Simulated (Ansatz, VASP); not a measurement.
YTiTe3: VASP beside Ansatz

```
Y Ti Te
1.0
     5.34592    0.00000    0.00000
     0.00000    5.34592    0.00000
     0.00000    0.00000    5.34592
Y Ti Te
1 1 3
Direct
  0.50000 0.50000 0.50000
  0.00000 0.00000 0.00000
  0.50000 0.00000 0.00000
  0.00000 0.50000 0.00000
  0.00000 0.00000 0.50000
```

Alike in both runs: functional PBE; k mesh 4 × 4 × 4; occupations gaussian, width 0.1 eV; no spin polarisation.

Ansatz relaxed the structure, and its values are those at the end. VASP's run is a single point on that final structure, the one shown.

|  | VASP | Ansatz |
| --- | --- | --- |
| version | VASP 6.6.1 | Ansatz 0.2.0 |
| potentials or method | VASP PAW PBE potentials, release 64 (Y_sv, Ti_sv, Te), cutoff 520 eV | scalar-relativistic, plane waves, PAW |
| valence electrons in the cell | 41 | 71 |

|  | VASP | Ansatz | Ansatz less VASP |
| --- | --- | --- | --- |
| gap on the k mesh at the Fermi level (eV) | none | none | - |
| pressure (GPa) | -0.3 | -0.3 | +0.01 |

A gap of «none» marks a metal or a gap that the smearing closes. VASP's potentials hold 41 valence electrons a cell and Ansatz's 71, so a difference there can come from the potentials and not from the codes.

Spin-orbit coupling is off throughout.
